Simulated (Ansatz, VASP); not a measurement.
**Two plane-wave programs on CO**

```
C O
1.0
     5.63000    0.00000    0.00000
     0.00000    5.63000    0.00000
     0.00000    0.00000    5.63000
C O
4 4
Cartesian
  5.3935 5.3935 5.3935
  3.0515 0.2365 2.5785
  2.5785 3.0515 0.2365
  0.2365 2.5785 3.0515
  0.3772 0.3772 0.3772
  2.4378 5.2528 3.1922
  3.1922 2.4378 5.2528
  5.2528 3.1922 2.4378
```

Alike in both runs: task single point; functional PBEsol; k mesh 4 × 4 × 4; occupations gaussian, width 0.1 eV; no spin polarisation.

|  | VASP | Ansatz |
| --- | --- | --- |
| version | VASP 6.6.1 | Ansatz 0.2.0 |
| potentials or method | VASP PAW PBE potentials, release 64 (C, O), cutoff 520 eV | scalar-relativistic, plane waves, PAW |
| valence electrons in the cell | 40 | 40 |

|  | VASP | Ansatz | Ansatz less VASP |
| --- | --- | --- | --- |
| gap on the k mesh at the Fermi level (eV) | 6.37 | 6.36 | -0.010 |
| least direct gap on the mesh (eV) | 6.37 | 6.36 | -0.010 |
| pressure (GPa) | 15.3 | 13.4 | -1.90 |
| rms of the force components (eV/Å) | 6.933 | 5.979 | -0.9540 |

VASP's potentials were made for PBE, not for PBEsol. Atom by atom the forces differ by 0.954 eV/Å (rms over components).

Noted on VASP's run: the standard files for N, O and F lose accuracy on very short bonds.
